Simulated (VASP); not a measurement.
# TiCo2: single point with PBEsol

The system is TiCo2.

```
Ti Co
1.0
     0.00000    3.27632    3.27632
     3.27632    0.00000    3.27632
     3.27632    3.27632    0.00000
Ti Co
2 4
Cartesian
  3.2763 3.2763 3.2763
  4.9145 4.9145 4.9145
  0.8191 0.8191 0.8191
  0.8191 2.4572 2.4572
  2.4572 2.4572 0.8191
  2.4572 0.8191 2.4572
```

| Property | Result |
| --- | --- |
| Program | VASP 6.6.1 |
| Task | single point |
| Functional | PBEsol |
| Potentials or basis | VASP PAW PBE potentials, release 64 (Ti_sv, Co) |
| Cutoff | 550 eV |
| k mesh | 10 × 10 × 10 |
| Occupations | gaussian, width 0.1 eV |
| Spin | collinear spin |
| Starting moments | [-0.03, -0.03, 0.15, 0.15, 0.15, 0.15] μB |

* Pressure: -0.7 GPa
* Band gap on the k mesh: zero (filled and empty bands overlap)
* Net moment: 0.00 μB per cell
* Valence electrons inside the program's atomic spheres: Ti 10.26; Co 8.53

Levels at points of the mesh, in eV from the Fermi level:
Spin up:
| k point | band 28 | band 29 | band 30 | band 31 | band 32 | band 33 |
| --- | --- | --- | --- | --- | --- | --- |
| (0.00, 0.00, 0.00) | -0.65 | -0.57 | -0.57 | -0.57 | 0.85 | 0.85 |
| (0.50, 0.00, 0.00) | -0.38 | -0.38 | 0.13 | 0.13 | 0.57 | 0.57 |
| (0.50, 0.50, 0.00) | -0.58 | -0.54 | -0.54 | -0.03 | -0.03 | 0.92 |
Spin down:
```tsv
k point	band 26	band 27	band 28	band 29	band 30	band 31	band 32	band 33	band 34	band 35
(0.00, 0.00, 0.00)	-0.75	-0.64	-0.64	-0.57	-0.57	-0.57	0.85	0.85	0.85	1.04
(0.50, 0.00, 0.00)	-0.69	-0.63	-0.38	-0.38	0.13	0.13	0.57	0.57	0.85	0.93
(0.50, 0.50, 0.00)	-1.82	-0.58	-0.58	-0.53	-0.53	-0.03	-0.03	0.92	0.92	1.64
```

Run time: 2.8 min on 4 MPI ranks on Intel(R) Xeon(R) Platinum 8488C (Sapphire Rapids) (shared host), peak memory 0.65 GiB a rank.

Caveat: the PAW data sets were made with another functional, which shifts forces and pressure a little.
